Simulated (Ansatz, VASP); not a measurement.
# Two plane-wave programs on V

Contents of INCAR:

```
SYSTEM = V
  PREC = Accurate
  ENCUT = 520
  EDIFF = 1E-6
  ISMEAR = 0
  SIGMA = 0.0276
  LREAL = .FALSE.
  LASPH = .TRUE.
  NELM = 150
  ALGO = Normal
  ISIF = 2
  LWAVE = .FALSE.
  LCHARG = .FALSE.
  LMAXMIX = 4
  LDAU = .TRUE.
  LDAUTYPE = 2
  LDAUL = 2
  LDAUU = 4.07
  LDAUJ = 0
  LDAUPRINT = 1
  GGA = RP
  NBANDS = 12
```

File KPOINTS:

```
regular mesh
0
G
  8 8 8
  0 0 0
```

POSCAR

```
V
1.0
   -1.5068500000      1.5068500000      1.5068500000
    1.5068500000     -1.5068500000      1.5068500000
    1.5068500000      1.5068500000     -1.5068500000
V
1
Direct
    0.0000000000      0.0000000000      0.0000000000
```

Input for Ansatz:

```yaml
crystal:
  lattice:
    - [-1.50685, 1.50685, 1.50685]
    - [1.50685, -1.50685, 1.50685]
    - [1.50685, 1.50685, -1.50685]
  atoms:
    - { symbol: V, position: [0.0, 0.0, 0.0] }
  symmetry: { tolerance: 0.0003 }
kpoints:
  mp_grid: { grid: [8, 8, 8], shift: [0, 0, 0] }
magnetization:
  spin_polarized: false
scf:
  occupations: { method: gaussian, width: 0.0276 }
hamiltonian:
  pseudopotentials: { kind: paw }
  xc: rpbe
  hubbard:
    projectors: all-electron-ortho-atomic
    sites: [{ species: V, l: d, u_eff: 4.07 }]
basis:
  ecutwfc: 500
output:
  forces: true
  stress: true
  eigenvalues: true
  write_density: true
  write_potential: true
  elf: true
  volumetric_format: npy
```

Alike in both runs: task single point; functional RPBE; k mesh 8 × 8 × 8; occupations gaussian, width 0.0276 eV; no spin polarisation; Hubbard terms V d U = 4.07 eV.

|  | VASP | Ansatz |
| --- | --- | --- |
| version | VASP 6.6.1 | Ansatz 0.2.0 |
| potentials or method | VASP PAW PBE potentials, release 64 (V_sv), cutoff 520 eV | PAW plane waves |
| valence electrons in the cell | 13 | 13 |

```csv
,VASP,Ansatz,Ansatz less VASP
gap on the k mesh at the Fermi level (eV),none,none,-
pressure (GPa),11.7,5.4,-6.25
```

VASP's potentials were made for PBE, not for RPBE. The programs project onto different local orbitals, so the same U acts differently, and such runs can settle in different states. A gap of «none» marks a metal or a gap that the smearing closes. Ansatz's warnings: filled band counts differ across k points.

The k mesh is coarse, so the values compare programs but aren't converged.
